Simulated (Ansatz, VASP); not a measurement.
# One calculation of NaSb2, two programs

INCAR

```
SYSTEM = NaSb2
PREC     = Accurate       ! precision mode
ENCUT    = 600            ! plane-wave cutoff, eV
EDIFF    = 1E-6           ! SCF threshold, eV
ISMEAR   = 0              ! smearing method
SIGMA    = 0.1            ! smearing width, eV
LREAL    = .False.        ! projectors in reciprocal space
LASPH    = .True.         ! aspherical terms in the spheres
NELM     = 60             ! most SCF steps
ALGO     = Normal         ! electronic algorithm
ISIF     = 3              ! what is computed and relaxed
LWAVE    = .False.        ! write WAVECAR
LCHARG   = .False.        ! write CHGCAR
GGA      = PE             ! functional
IBRION   = 2              ! ionic algorithm
NSW      = 100            ! ionic steps
EDIFFG   = -0.01          ! ionic threshold
```

Contents of KPOINTS:

```
regular mesh
0
Gamma
  12 12 12
  0 0 0
```

Contents of POSCAR:

```
NaSb2
1.0
    2.0896518745      1.2064610722      6.3680326054
   -2.0896518745      1.2064610722      6.3680326054
    0.0000000000     -2.4129221445      6.3680326054
Na Sb
1 2
Direct
    0.0000000000      0.0000000000      0.0000000000
    0.7892874892      0.7892874892      0.7892874892
    0.2107125108      0.2107125108      0.2107125108
```

Input for Ansatz:

```yaml
crystal:
  lattice:
    - [2.0896518745, 1.2064610722, 6.3680326054]
    - [-2.0896518745, 1.2064610722, 6.3680326054]
    - [0.0, -2.4129221445, 6.3680326054]
  atoms:
    - { symbol: Na, position: [0.0, 0.0, 0.0] }
    - { symbol: Sb, position: [0.7892874892, 0.7892874892, 0.7892874892] }
    - { symbol: Sb, position: [0.2107125108, 0.2107125108, 0.2107125108] }
basis:
  ecutwfc: 420
kpoints:
  mp_grid: { grid: [12, 12, 12] }
hamiltonian:
  xc: pbe
scf:
  occupations: { method: gaussian, width: 0.1 }
output:
  forces: true
  stress: true
  eigenvalues: true
relax:
  adjacent_minimum: "off"
  f_tol: 0.01
  max_steps: 80
  cell: { stress_tol: 0.05 }
```

Alike in both runs: task relaxation of cell and atoms; functional PBE; k mesh 12 × 12 × 12; occupations gaussian, width 0.1 eV; no spin polarisation.

|  | VASP | Ansatz |
| --- | --- | --- |
| version | VASP 6.6.1 | Ansatz 0.2.0 |
| potentials or method | VASP PAW PBE potentials, release 64 (Na_pv, Sb), cutoff 600 eV | scalar-relativistic, plane waves, PAW |
| valence electrons in the cell | 17 | 39 |

|  | VASP | Ansatz | Ansatz less VASP |
| --- | --- | --- | --- |
| gap on the k mesh at the Fermi level, each at its own relaxed structure (eV) | none | none | - |
| relaxed volume (Å³/atom) | 31.84 | 31.86 | +0.016 |
| relaxed length of the cell vector where the two differ most in proportion (Å) | 6.823 | 6.815 | -0.0085 |

A gap of «none» marks a metal or a gap that the smearing closes. VASP's potentials hold 17 valence electrons a cell and Ansatz's 39, so a difference there can come from the potentials and not from the codes.

Neither program's run includes spin-orbit coupling.
